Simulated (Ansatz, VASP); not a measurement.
## BN in VASP and in Ansatz

```
B N
1.0
     2.50245    0.00000    0.00000
    -1.25123    2.16719    0.00000
     0.00000    0.00000    4.21018
B N
2 2
Direct
  0.33333 0.66667 0.00008
  0.66667 0.33333 0.50008
  0.33333 0.66667 0.37392
  0.66667 0.33333 0.87392
```

Alike in both runs: task single point; functional PBEsol; k mesh 9 × 9 × 6; no spin polarisation.

|  | VASP | Ansatz |
| --- | --- | --- |
| version | VASP 6.6.1 | Ansatz 0.2.0 |
| potentials or method | VASP PAW PBE potentials, release 64 (B, N), cutoff 520 eV | scalar-relativistic, plane waves, PAW |
| occupations | gaussian, width 0.01 eV | fixed |
| valence electrons in the cell | 16 | 16 |

Ansatz gave:

| Property | Result |
| --- | --- |
| gap on the k mesh at the Fermi level (eV) | 4.80 |
| least direct gap on the mesh (eV) | 8.18 |

Q: What did VASP give for the same quantities?

A: gap on the k mesh at the Fermi level (eV): 4.79; least direct gap on the mesh (eV): 8.18.

VASP's potentials were made for PBE, not for PBEsol, and Ansatz warns of the same on its side.
